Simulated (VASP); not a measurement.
# LaTlO2 (Pmmn) in VASP: single point with r2SCAN

Aim: the single point of LaTlO2 with r2SCAN.

Program: VASP 6.6.1. These are calculated values, not measurements. Logs are shortened: lines on timing, memory, paths and dates and some standing lists are left out, and cuts for length are marked.

### 1 The cell of the first run

It takes space group Pmmn (No. 59, orthorhombic). The conventional cell has a = 3.808 Å, b = 4.166 Å, c = 10.702 Å, α = 90.00°, β = 90.00°, γ = 90.00°. Tl (site symmetry mm2) has 2 O at 2.46 Å within 3.2 Å. Within 3.2 Å of O (site symmetry mm2) lie 2 La at 2.46 Å and 2 Tl at 2.46 Å and 1 O at 3.14 Å. O (site symmetry mm2) has 4 La at 2.28 to 2.48 Å and 4 O at 2.90 Å within 3.0 Å. Within 3.0 Å of La (site symmetry mm2) lie 6 O at 2.28 to 2.48 Å.

### 2 Single point, r2SCAN (21.22 Å³/atom)

The input, POSCAR:

```
LaTlO2
1.0
    3.8076478760      0.0000000000      0.0000000000
    0.0000000000      4.1655815364      0.0000000000
    0.0000000000      0.0000000000     10.7016502723
Tl O La
2 4 2
Direct
    0.0000000000      0.0000000000      0.8849813511
    0.5000000000      0.5000000000      0.1150186489
    0.0000000000      0.5000000000      0.7624884353
    0.5000000000      0.0000000000      0.2375115647
    0.0000000000      0.5000000000      0.4693710927
    0.5000000000      0.0000000000      0.5306289073
    0.0000000000      0.0000000000      0.3826520493
    0.5000000000      0.5000000000      0.6173479507
```

The input, INCAR.step1:

```
SYSTEM = LaTlO2
ALGO = Normal
EDIFF = 1E-5
ENCUT = 660
GGA = PE
GGA_COMPAT = .FALSE.
ISMEAR = 0
LASPH = .TRUE.
LCHARG = .FALSE.
LMAXMIX = 6
LREAL = .FALSE.
LWAVE = .TRUE.
NBANDS = 46
NELM = 200
PREC = Accurate
SIGMA = 0.01
```

The input, INCAR.step2:

```
SYSTEM = LaTlO2
ALGO = Normal
EDIFF = 1E-6
ENCUT = 660
GGA_COMPAT = .FALSE.
ISIF = 2
ISMEAR = 0
ISTART = 1
LASPH = .TRUE.
LCHARG = .FALSE.
LMAXMIX = 6
LMIXTAU = .TRUE.
LREAL = .FALSE.
LWAVE = .FALSE.
METAGGA = R2SCAN
NBANDS = 46
NELM = 200
PREC = Accurate
SIGMA = 0.01
```

The input, KPOINTS:

```
k-points
0
G
  6 6 2
  0 0 0
```

Potentials or basis: VASP PAW PBE potentials, release 64 (Tl_d, O, La).

Run with:

```sh
cat potpaw_PBE.64/Tl_d/POTCAR potpaw_PBE.64/O/POTCAR potpaw_PBE.64/La/POTCAR > POTCAR
cp INCAR.step1 INCAR
mpirun -np 1 vasp_std > vasp.out
cp INCAR.step2 INCAR
mpirun -np 1 vasp_std > vasp.out
```

OUTCAR:

```text
SYSTEM = LaTlO2
   EDIFF = 1E-6
   ENCUT = 660
   ISIF = 2
   ISMEAR = 0
   ISTART = 1
   LASPH = .TRUE.
   LREAL = .FALSE.
   METAGGA = R2SCAN
   NELM = 200
   PREC = Accurate

 ion  position               nearest neighbor table
   1  0.000  0.000  0.885-   3 2.46   3 2.46   2 3.74   2 3.74   2 3.74   2 3.74
   2  0.500  0.500  0.115-   4 2.46   4 2.46   1 3.74   1 3.74   1 3.74   1 3.74
   3  0.000  0.500  0.762-   8 2.46   8 2.46   1 2.46   1 2.46
   4  0.500  0.000  0.238-   7 2.46   7 2.46   2 2.46   2 2.46
   5  0.000  0.500  0.469-   7 2.28   7 2.28   8 2.48   8 2.48
   6  0.500  0.000  0.531-   8 2.28   8 2.28   7 2.48   7 2.48
   7  0.000  0.000  0.383-   5 2.28   5 2.28   4 2.46   4 2.46   6 2.48   6 2.48
   8  0.500  0.500  0.617-   6 2.28   6 2.28   3 2.46   3 2.46   5 2.48   5 2.48

  LATTYP: Found a simple orthorhombic cell.
 ALAT       =     3.8076478760
 B/A-ratio  =     1.0940038764
 C/A-ratio  =     2.8105672113

  Lattice vectors:

 A1 = (   3.8076478760,   0.0000000000,   0.0000000000)
 A2 = (   0.0000000000,   4.1655815364,   0.0000000000)
 A3 = (   0.0000000000,   0.0000000000,  10.7016502723)

Analysis of symmetry for initial positions (statically):
=====================================================================
 Subroutine PRICEL returns:
 Original cell was already a primitive cell.

 Routine SETGRP: Setting up the symmetry group for a
 simple orthorhombic supercell.

 Subroutine GETGRP returns: Found  8 space group operations
 (whereof  4 operations were pure point group operations)
 out of a pool of  8 trial point group operations.

The static configuration has the point symmetry C_2v.
 The point group associated with its full space group is D_2h.

Analysis of symmetry for dynamics (positions and initial velocities):
=====================================================================
 Subroutine PRICEL returns:
 Original cell was already a primitive cell.

 Routine SETGRP: Setting up the symmetry group for a
 simple orthorhombic supercell.

 Subroutine GETGRP returns: Found  8 space group operations
 (whereof  4 operations were pure point group operations)
 out of a pool of  8 trial point group operations.

The dynamic configuration has the point symmetry C_2v.
 The point group associated with its full space group is D_2h.

 Subroutine INISYM returns: Found  8 space group operations
 (whereof  4 operations are pure point group operations),
 and found     1 'primitive' translations

----------------------------------------------------------------------------------------

                                     Primitive cell

  volume of cell :     169.7396

  direct lattice vectors                    reciprocal lattice vectors
     3.807647876  0.000000000  0.000000000     0.262629327  0.000000000  0.000000000
     0.000000000  4.165581536  0.000000000     0.000000000  0.240062520  0.000000000
     0.000000000  0.000000000 10.701650272     0.000000000  0.000000000  0.093443532

  length of vectors
     3.807647876  4.165581536 10.701650272     0.262629327  0.240062520  0.093443532

  position of ions in fractional coordinates (direct lattice)
     0.000000000  0.000000000  0.884981351
     0.500000000  0.500000000  0.115018649
     0.000000000  0.500000000  0.762488435
     0.500000000  0.000000000  0.237511565
     0.000000000  0.500000000  0.469371093
     0.500000000  0.000000000  0.530628907
     0.000000000  0.000000000  0.382652049
     0.500000000  0.500000000  0.617347951

  ion indices of the primitive-cell ions
   primitive index   ion index
                 1           1
                 2           2
                 3           3
                 4           4
                 5           5
                 6           6
                 7           7
                 8           8

----------------------------------------------------------------------------------------

 KPOINTS: k-points

Automatic generation of k-mesh.
 Grid dimensions read from file:
 generate k-points for:    6    6    2

 Generating k-lattice:

  Cartesian coordinates                     Fractional coordinates (reciprocal lattice)
     0.043771555  0.000000000  0.000000000     0.166666667  0.000000000  0.000000000
     0.000000000  0.040010420  0.000000000     0.000000000  0.166666667  0.000000000
     0.000000000  0.000000000  0.046721766     0.000000000  0.000000000  0.500000000

  Length of vectors
     0.043771555  0.040010420  0.046721766

  Shift w.r.t. Gamma in fractional coordinates (k-lattice)
     0.000000000  0.000000000  0.000000000

 Subroutine IBZKPT returns following result:
 ===========================================

 Found     32 irreducible k-points:

 Following reciprocal coordinates:
            Coordinates               Weight
  0.000000  0.000000  0.000000      1.000000
  0.166667  0.000000  0.000000      2.000000
  0.333333  0.000000  0.000000      2.000000
  0.500000  0.000000  0.000000      1.000000
  0.000000  0.166667  0.000000      2.000000
  0.166667  0.166667  0.000000      4.000000
[... 16 lines left out ...]
  0.333333  0.166667  0.500000      4.000000
  0.500000  0.166667  0.500000      2.000000
 [... further k-points ...]
   k-points           NKPTS =     32   k-points in BZ     NKDIM =     32   number of bands    NBANDS=     46
   number of dos      NEDOS =    301   number of ions     NIONS =      8
   total plane-waves  NPLWV = 103680
   dimension x,y,z NGX =    32 NGY =   36 NGZ =   90
   dimension x,y,z NGXF=    64 NGYF=   72 NGZF=  180
   ions per type =               2   4   2
   NGX,Y,Z   is equivalent  to a cutoff of  13.97, 14.37, 13.98 a.u.
   NGXF,Y,Z  is equivalent  to a cutoff of  27.94, 28.73, 27.96 a.u.
 SYSTEM =  LaTlO2
   PREC   = accura    normal or accurate (medium, high low for compatibility)
   ISTART =      1    job   : 0-new  1-cont  2-samecut
   ICHARG =      0    charge: 1-file 2-atom 10-const
   ISPIN  =      1    spin polarized calculation?
   LNONCOLLINEAR =      F non collinear calculations
   LSORBIT =      F    spin-orbit coupling
   LASPH  =      T    aspherical Exc in radial PAW
   ENCUT  =  660.0 eV  48.51 Ry    6.96 a.u.   7.98  8.73 22.42*2*pi/ulx,y,z
   NELM   =    200;   NELMIN=  2; NELMDL=  0     # of ELM steps
   EDIFF  = 0.1E-05   stopping-criterion for ELM
   LREAL  =      F    real-space projection
   EDIFFG = 0.1E-04   stopping-criterion for IOM
   NSW    =      0    number of steps for IOM
   IBRION =     -1    ionic relax: 0-MD 1-quasi-New 2-CG
   NFREE  =      0    steps in history (QN), initial steepest desc. (CG)
   ISIF   =      2    stress and relaxation
   ISYM   =      2    0-nonsym 1-usesym 2-fastsym
   POTIM  = 0.5000    time-step for ionic-motion
   TEBEG  =    0.0;   TEEND  =   0.0 temperature during run
   PSTRESS=    0.0 pullay stress
   NELECT =      72.0000    total number of electrons
   NUPDOWN=      -1.0000    fix difference up-down
   EMIN   =  10.00;   EMAX   =-10.00  energy-range for DOS
   EFERMI =   0.00;   METHOD = LEGACY
   ISMEAR =     0;   SIGMA  =   0.01  broadening in eV -4-tet -1-fermi 0-gaus
   EFERMI_NEDOS =   21; number of points for ismear=-14 and -15
   IALGO  =     38    algorithm
   IMIX   =      4    mixing-type and parameters
     AMIX     =   0.40;   BMIX     =  1.00
     AMIX_MAG =   1.60;   BMIX_MAG =  1.00
  volume/ion in A,a.u.               =      21.22       143.18
  Fermi-wavevector in a.u.,A,eV,Ry     =   1.230055  2.324467 20.586102  1.513036
  Thomas-Fermi vector in A             =   2.364919
   LORBIT       =      0    0 simple, 1 ext, 2 COOP (PROOUT), +10 PAW based schemes
   METAGGA = R2SCAN    functional components
   LHFCALC =     F    Hartree Fock is set to
   AEXX    =    0.0000 exact exchange contribution
   IVDW    =     0    specifies the selected vdW correction
   LEPSILON=     F    determine dielectric tensor
   LRPA    =     F    only Hartree local field effects (RPA)
 non-spin polarized calculation
 Gauss-broadening in eV      SIGMA  =   0.01
  energy-cutoff  :      660.00
  volume of cell :      169.74
 maximum number of plane-waves:      6566
 NGX is ok and might be reduce to    32
   NGX = 15   NGY = 17   NGZ = 45

 number of electron      72.0000002 magnetization

 Free energy of the ion-electron system (eV)
  ---------------------------------------------------
  ext. energy  EPLUGINS =         0.00000000
  ---------------------------------------------------
  free energy    TOTEN  =      -209.57492981 eV

  energy without entropy =     -209.57492981  energy(sigma->0) =     -209.57492981

 E-fermi :   4.2287     XC(G=0): -10.0412

 val. band max:        4.1371306465   @ k =   0.3333   0.1667   0.0000
 cond. band min:       5.0868594091   @ k =   0.5000   0.5000   0.5000
 fundamental gap:      0.9497287627
 Fermi energy:         4.2287493184

 k-point     1 :       0.0000    0.0000    0.0000
  band No.  band energies     occupation
      1     -26.5616      2.00000
      2     -26.3232      2.00000
      3     -14.2050      2.00000
      4     -13.2287      2.00000
      5     -12.8810      2.00000
      6     -12.7751      2.00000
[... 38 lines left out ...]
     45      10.1199      0.00000
     46      10.1554      0.00000

 k-point     2 :       0.1667    0.0000    0.0000
  band No.  band energies     occupation
      1     -26.5237      2.00000
      2     -26.3157      2.00000
      3     -14.0834      2.00000
      4     -13.4188      2.00000
      5     -13.0287      2.00000
      6     -12.8838      2.00000
[... 38 lines left out ...]
     45      10.0273      0.00000
     46      10.1391      0.00000

 k-point     3 :       0.3333    0.0000    0.0000
  band No.  band energies     occupation
      1     -26.4345      2.00000
      2     -26.3126      2.00000
      3     -13.8753      2.00000
      4     -13.7940      2.00000
      5     -13.3563      2.00000
      6     -12.8898      2.00000
[... 1018 lines left out ...]
     45      10.1194      0.00000
     46      10.1376      0.00000

 k-point    24 :       0.5000    0.1667    0.5000
  band No.  band energies     occupation
      1     -26.3346      2.00000
      2     -26.3346      2.00000
      3     -14.0888      2.00000
      4     -14.0888      2.00000
      5     -13.1969      2.00000
      6     -13.1969      2.00000
[... 38 lines left out ...]
     45      10.1741      0.00000
     46      10.1742      0.00000

 [... further k-points ...]

------------------------ aborting loop because EDIFF is reached ----------------------------------------

  FORCE on cell =-STRESS in cart. coord.  units (eV):
  Direction    XX          YY          ZZ          XY          YZ          ZX
  --------------------------------------------------------------------------------------
  -------------------------------------------------------------------------------------
  Total        2.1446529      2.9616026      2.2992613      0.0000000      0.0000000      0.0000000
  in kB       20.2434446     27.9546587     21.7027983      0.0000000      0.0000000      0.0000000
  external PRESSURE =      23.3003005 kB  Pullay stress =       0.0000000 kB

 VOLUME and BASIS-vectors are now :
 -----------------------------------------------------------------------------
  energy-cutoff  :      660.00
  volume of cell :      169.74
      direct lattice vectors                 reciprocal lattice vectors
     3.807647876  0.000000000  0.000000000     0.262629327  0.000000000  0.000000000
     0.000000000  4.165581536  0.000000000     0.000000000  0.240062520  0.000000000
     0.000000000  0.000000000 10.701650272     0.000000000  0.000000000  0.093443532

 POSITION                                       TOTAL-FORCE (eV/Angst)
 -----------------------------------------------------------------------------------
      0.00000      0.00000      9.47076         0.000000      0.000000      0.154168
      1.90382      2.08279      1.23089         0.000000      0.000000     -0.154168
      0.00000      2.08279      8.15988         0.000000      0.000000      0.041718
      1.90382      0.00000      2.54177         0.000000      0.000000     -0.041718
      0.00000      2.08279      5.02305         0.000000      0.000000      0.033212
      1.90382      0.00000      5.67860         0.000000      0.000000     -0.033212
      0.00000      0.00000      4.09501         0.000000      0.000000     -0.255166
      1.90382      2.08279      6.60664         0.000000      0.000000      0.255166
 -----------------------------------------------------------------------------------
    total drift:                                0.000000      0.000000      0.000000

  FREE ENERGIE OF THE ION-ELECTRON SYSTEM (eV)
  ---------------------------------------------------
  free  energy   TOTEN  =      -209.5749298083 eV

  energy  without entropy=     -209.5749298083  energy(sigma->0) =     -209.57492981
```

Wall time 21 min (1 thread of Intel Xeon Platinum 8375C at 2.90GHz (Ice Lake), shared host); peak memory 0.58 GiB.

What came out:

| Quantity | Value |
| --- | --- |
| Free energy | -209.5749 eV |
| Pressure | 2.3 GPa |
| Largest force | 0.255 eV/Å |
| Band gap on the k mesh | 0.95 eV (least direct gap 1.26 eV) |

Forces on the atoms (eV/Å):
```
Tl   0.000  0.000  0.154
Tl   0.000  0.000 -0.154
O    0.000  0.000  0.042
O    0.000  0.000 -0.042
O    0.000  0.000  0.033
O    0.000  0.000 -0.033
La   0.000  0.000 -0.255
La   0.000  0.000  0.255
```

Caveat: the PAW data sets were made with another functional, which shifts forces and pressure a little; spin-orbit coupling is left out, which moves the levels of the heavy elements.
